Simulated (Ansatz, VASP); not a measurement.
# Two plane-wave programs on BeZn4O

INCAR

```
SYSTEM = BeZn4O
PREC     = Accurate       ! precision mode
ENCUT    = 600            ! plane-wave cutoff, eV
EDIFF    = 1E-6           ! SCF threshold, eV
ISMEAR   = 0              ! smearing method
SIGMA    = 0.1            ! smearing width, eV
LREAL    = .False.        ! projectors in reciprocal space
LASPH    = .True.         ! aspherical terms in the spheres
NELM     = 60             ! most SCF steps
ALGO     = Normal         ! electronic algorithm
ISIF     = 3              ! what is computed and relaxed
LWAVE    = .False.        ! write WAVECAR
LCHARG   = .False.        ! write CHGCAR
GGA      = PE             ! functional
IBRION   = 2              ! ionic algorithm
NSW      = 90             ! ionic steps
EDIFFG   = -0.04          ! ionic threshold
```

Contents of KPOINTS:

```
regular mesh
0
Gamma
  4 4 4
  0 0 0
```

The input POSCAR:

```
BeZn4O
1.0
    3.9534380600      0.0000000000      0.0000000000
    0.0000000000      3.9534380600      0.0000000000
    0.0000000000      0.0000000000      5.4599519400
Be Zn O
1 4 1
Direct
    0.5000000000      0.5000000000      0.0000000000
    0.0000000000      0.5000000000      0.7009303400
    0.5000000000      0.0000000000      0.2990696600
    0.0000000000      0.5000000000      0.2990696600
    0.5000000000      0.0000000000      0.7009303400
    0.0000000000      0.0000000000      0.0000000000
```

Input for Ansatz:

```yaml
crystal:
  lattice:
    - [3.95343806, 0.0, 0.0]
    - [0.0, 3.95343806, 0.0]
    - [0.0, 0.0, 5.45995194]
  atoms:
    - { symbol: Be, position: [0.5, 0.5, 0.0] }
    - { symbol: Zn, position: [0.0, 0.5, 0.70093034] }
    - { symbol: Zn, position: [0.5, 0.0, 0.29906966] }
    - { symbol: Zn, position: [0.0, 0.5, 0.29906966] }
    - { symbol: Zn, position: [0.5, 0.0, 0.70093034] }
    - { symbol: O, position: [0.0, 0.0, 0.0] }
basis:
  ecutwfc: 420
kpoints:
  mp_grid: { grid: [4, 4, 4] }
hamiltonian:
  xc: pbe
scf:
  occupations: { method: gaussian, width: 0.1 }
  lower_state_search: "off"
output:
  forces: true
  stress: true
  eigenvalues: true
relax:
  adjacent_minimum: "off"
  f_tol: 0.04
  max_steps: 70
  cell: { stress_tol: 0.4 }
```

Alike in both runs: task relaxation of cell and atoms; functional PBE; k mesh 4 × 4 × 4; occupations gaussian, width 0.1 eV; no spin polarisation.

|  | VASP | Ansatz |
| --- | --- | --- |
| version | VASP 6.6.1 | Ansatz 0.2.0 |
| potentials or method | VASP PAW PBE potentials, release 64 (Be, Zn, O), cutoff 600 eV | scalar-relativistic, plane waves, PAW |
| valence electrons in the cell | 56 | 56 |

|  | VASP | Ansatz | Ansatz less VASP |
| --- | --- | --- | --- |
| gap on the k mesh at the Fermi level, each at its own relaxed structure (eV) | none | none | - |
| relaxed volume (Å³/atom) | 13.93 | 13.94 | +0.010 |
| relaxed cell length with the largest relative difference (Å) | 5.441 | 5.405 | -0.0356 |

A gap of «none» marks a metal or a gap that the smearing closes.

The k mesh is coarse, so the values compare programs but aren't converged.
